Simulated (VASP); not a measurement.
Write the native input for VASP 6.6.1 that does the following.

* Task: single point
* Functional: HSE06
* Potentials or basis: VASP PAW PBE potentials, release 64 (K_sv, Cl)
* Cutoff: 520 eV
* k mesh: 4 × 4 × 4
* Occupations: fermi-dirac, width 0.02 eV
* Spin: no spin polarisation
* Dipole correction: no
* Grid for exact exchange (PRECFOCK): Normal
* Further INCAR settings: ALGO = Normal; EDIFF = 1e-07; NBANDS = 15
* Share of exact exchange: 0.25
* Screening parameter: 0.2079 1/Å

The system is KCl.

```
CELL_PARAMETERS angstrom
0.00000 3.17184 3.17184
3.17184 0.00000 3.17184
3.17184 3.17184 0.00000
ATOMIC_POSITIONS crystal
K 0.00000 0.00000 0.00000
Cl 0.50000 0.50000 0.50000
```

The input as run:

POSCAR

```
KCl
1.0
    0.0000000000      3.1718407653      3.1718407653
    3.1718407653      0.0000000000      3.1718407653
    3.1718407653      3.1718407653      0.0000000000
K Cl
1 1
Direct
    0.0000000000      0.0000000000      0.0000000000
    0.5000000000      0.5000000000      0.5000000000
```

INCAR.step1

```
PREC     = Accurate       # precision mode
ENCUT    = 520            # plane-wave cutoff, eV
EDIFF    = 1E-5           # SCF threshold, eV
ISMEAR   = -1             # smearing method
SIGMA    = 0.02           # smearing width, eV
LREAL    = False          # projectors in reciprocal space
LASPH    = True           # aspherical terms in the spheres
NELM     = 60             # most SCF steps
ALGO     = Normal         # electronic algorithm
ISIF     = 2              # what is computed and relaxed
LWAVE    = True           # write WAVECAR
LCHARG   = False          # write CHGCAR
NBANDS   = 15             # bands
GGA      = PE             # functional
```

INCAR.step2

```
PREC     = Accurate       # precision mode
ENCUT    = 520            # plane-wave cutoff, eV
EDIFF    = 1E-7           # SCF threshold, eV
ISMEAR   = -1             # smearing method
SIGMA    = 0.02           # smearing width, eV
LREAL    = False          # projectors in reciprocal space
LASPH    = True           # aspherical terms in the spheres
NELM     = 60             # most SCF steps
ALGO     = Normal         # electronic algorithm
ISIF     = 2              # what is computed and relaxed
LWAVE    = False          # write WAVECAR
LCHARG   = False          # write CHGCAR
GGA      = PE             # functional
LHFCALC  = True           # exact exchange
HFSCREEN = 0.2079         # screening, 1/A
PRECFOCK = Normal       
NBANDS   = 15             # bands
ISTART   = 1
```

KPOINTS

```
regular mesh
0
Gamma
  4 4 4
```

Potentials or basis: VASP PAW PBE potentials, release 64 (K_sv, Cl).

Run with:

```console
$ cat potpaw_PBE.64/K_sv/POTCAR potpaw_PBE.64/Cl/POTCAR > POTCAR
$ cp INCAR.step1 INCAR
$ mpirun -np 1 vasp_std > vasp.out
$ cp INCAR.step2 INCAR
$ mpirun -np 1 vasp_std > vasp.out
```

It gave:

| Quantity | Value |
| --- | --- |
| Pressure | 0.0 GPa |
| Band gap on the k mesh | 6.41 eV |

Caveat: the k points lie up to 0.43 Å⁻¹ apart; the PAW data sets were made with another functional, which shifts forces and pressure a little.

Run time: 13 min on 1 thread of Oxide Virtual Turin-like Processor, on a shared host, peak memory 0.28 GiB.
